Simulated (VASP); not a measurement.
# Zr: single point with PBE

The system is Zr.

```
CELL_PARAMETERS angstrom
-1.84372 1.85299 1.85539
1.85009 -1.84781 1.85659
1.86182 1.86591 -1.85022
ATOMIC_POSITIONS crystal
Zr 0.00000 0.00000 0.00000
```

This cell differs from its parent crystal: the cell strained at random.

```
Program             : VASP 6.6.1
Task                : single point
Functional          : PBE
Potentials or basis : VASP PAW PBE potentials, release 64 (Zr_sv)
Cutoff              : 520 eV
k mesh              : 14 × 14 × 14
Occupations         : gaussian, width 0.1 eV
Spin                : no spin polarisation
```

| Property | Result |
| --- | --- |
| Pressure | -8.5 GPa |
| Band gap on the k mesh | zero (bands 6 and 7 overlap by 1.57 eV) |

Stress tensor (GPa, compression positive):
```
-8.47 -0.29 -0.11
-0.29 -8.48 -0.09
-0.11 -0.09 -8.47
```

Levels at points of the mesh, in eV from the Fermi level:
```tsv
k point	band 4	band 5	band 6	band 7	band 8	band 9
(0.00, 0.00, 0.00)	-26.33	-5.19	1.00	1.05	1.13	3.27
(0.50, 0.00, 0.00)	-26.34	-2.53	-0.52	1.23	3.23	3.84
(0.00, 0.50, 0.00)	-26.34	-2.52	-0.53	1.23	3.26	3.85
(0.50, 0.50, 0.00)	-26.35	-2.52	-0.49	1.30	3.18	3.77
(0.00, 0.00, 0.50)	-26.34	-2.53	-0.53	1.19	3.26	3.87
(0.50, 0.00, 0.50)	-26.34	-2.52	-0.52	1.27	3.23	3.82
(0.00, 0.50, 0.50)	-26.34	-2.52	-0.51	1.26	3.21	3.81
(0.50, 0.50, 0.50)	-26.82	-2.16	-2.16	4.95	5.04	5.09
```

It took 6.3 min on 1 thread of Intel Xeon 8259CL (shared host), peak memory 0.48 GiB.

Caveat: the cell differs from its parent crystal (the cell strained at random); the cell stands under tension.
